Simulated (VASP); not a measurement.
Here is a VASP 6.6.1 calculation.

INCAR

```
PREC     = Accurate       # precision mode
ENCUT    = 600            # plane-wave cutoff, eV
EDIFF    = 1E-6           # SCF threshold, eV
ISMEAR   = -1             # smearing method
SIGMA    = 0.15           # smearing width, eV
LREAL    = F              # projectors in reciprocal space
LASPH    = T              # aspherical terms in the spheres
NELM     = 60             # most SCF steps
ALGO     = Fast           # electronic algorithm
ISIF     = 3              # what is computed and relaxed
LWAVE    = F              # write WAVECAR
LCHARG   = F              # write CHGCAR
GGA      = PE             # functional
IVDW     = 13             # dispersion correction
IBRION   = 2              # ionic algorithm
NSW      = 80             # ionic steps
EDIFFG   = -0.001         # ionic threshold
```

KPOINTS

```
regular mesh
0
Gamma
  15 15 8
```

POSCAR

```
TiTe2
1.0
    3.7191090630      0.0000000000      0.0000000000
   -1.8595545315      3.2208429280      0.0000000000
    0.0000000000      0.0000000000      6.4439226125
Ti Te
1 2
Direct
    0.0000000000      0.0000000000      0.0000000000
    0.6666666667      0.3333333333      0.2678266110
    0.3333333333      0.6666666667      0.7321733890
```

Potentials or basis: VASP PAW PBE potentials, release 64 (Ti_sv, Te).

The run is started by

```console
$ cat potpaw_PBE.64/Ti_sv/POTCAR potpaw_PBE.64/Te/POTCAR > POTCAR
$ mpirun -np 1 vasp_std > vasp.out
```

(1) What does it give for the space group after relaxing (to 0.1 Å)?

(2) What does it give for the relaxed cell?

## Answers

(1) P-3m1 (No. 164).

(2) a = 3.718 Å, b = 3.718 Å, c = 6.441 Å, α = 90.00°, β = 90.00°, γ = 120.00°.
